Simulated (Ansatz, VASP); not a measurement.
One calculation of P, two programs

File INCAR:

```
PREC = Accurate
ENCUT = 400
EDIFF = 1E-8
ISMEAR = -1
SIGMA = 0.08
LREAL = False
LASPH = True
NELM = 120
ALGO = Normal
ISIF = 2
LWAVE = False
LCHARG = False
GGA = PS
LEFG = True
NBANDS = 8
GGA_COMPAT = False
```

The input KPOINTS:

```
Automatic mesh
0
Gamma
  10 10 9
```

POSCAR

```
P
1.0
    4.2729048574      0.0000000000      0.0000000000
    0.0000000000      4.2729048574      0.0000000000
    0.0000000000      0.0000000000      4.4655600000
P
1
Direct
    0.0000000000      0.0000000000      0.0000000000
```

Input for Ansatz:

```yaml
crystal:
  lattice:
    - [4.2729048574, 0.0, 0.0]
    - [0.0, 4.2729048574, 0.0]
    - [0.0, 0.0, 4.46556]
  atoms:
    - { symbol: P, position: [0.0, 0.0, 0.0] }
kpoints:
  mp_grid: { grid: [10, 10, 9] }
scf:
  occupations: { method: fermi_dirac, width: 0.08 }
hamiltonian:
  xc: pbesol
  pseudopotentials: { kind: all_electron, datasets: crystal }
output:
  forces: true
  stress: true
  eigenvalues: true
  efg: { contact_densities: true }
```

Change from the starting cell: zz strain of +2 %, crystal datasets.

Alike in both runs: task electric field gradients; functional PBEsol; k mesh 10 × 10 × 9; occupations fermi-dirac, width 0.08 eV; no spin polarisation.

```csv
,VASP,Ansatz
version,VASP 6.6.1,Ansatz 0.2.0
potentials or method,"VASP PAW PBE potentials, release 64 (P), cutoff 400 eV","all-electron PAW with datasets made for the crystal, scalar-relativistic"
```

VASP gave:

```
pressure (GPa)                                                : -3.6
traceless stress, the component that is largest in VASP (GPa) : 0.53
size of Vzz on the site where it differs most (V/Å²)          : 1.4
```

Problem. Estimate Ansatz's values.

Solution. Pressure (GPa): -3.6; traceless stress, the component that is largest in VASP (GPa): 0.53; size of Vzz on the site where it differs most (V/Å²): 1.3.

VASP's potentials were made for PBE, not for PBEsol. Ansatz ran all-electron here, and VASP with PAW potentials.
